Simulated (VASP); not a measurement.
Runs of VASP 6.6.1 on InSb. It takes space group Pm-3m (No. 221, cubic). The conventional cell has a = 3.769 Å, b = 3.769 Å, c = 3.769 Å, α = 90.00°, β = 90.00°, γ = 90.00°. In (site symmetry m-3m) has 8 Sb at 3.26 Å and 6 In at 3.77 Å within 4.3 Å. Sb (site symmetry m-3m) has 8 In at 3.26 Å and 6 Sb at 3.77 Å within 4.3 Å. 

```tsv
level	k mesh	smearing	gap on the mesh (eV)	pressure (GPa)
PBE	6 × 6 × 6	fermi-dirac 0.02 eV	none	1.0
PBEsol	6 × 6 × 6	fermi-dirac 0.02 eV	none	-1.9
PBE	6 × 6 × 6, shifted	fermi-dirac 0.02 eV	none	2.3
PBE	6 × 6 × 6	gaussian 0.5 eV	none	(a)
```

Alike in all rows: task single point; potentials or basis VASP PAW PBE potentials, release 64 (In_d, Sb); no spin polarisation; cell as given; cutoff (eV) 520.

Question: Fill in the values left out.

Answer: (a) 1.4.

Caveats: spin-orbit coupling is left out, which moves the levels of the heavy elements; the PAW data sets were made with another functional, which shifts forces and pressure a little (some runs).

A k mesh can miss the band edges, and the runs leave out spin-orbit coupling on In, Sb.

A gap of «none» marks levels without a gap at the run's occupations.
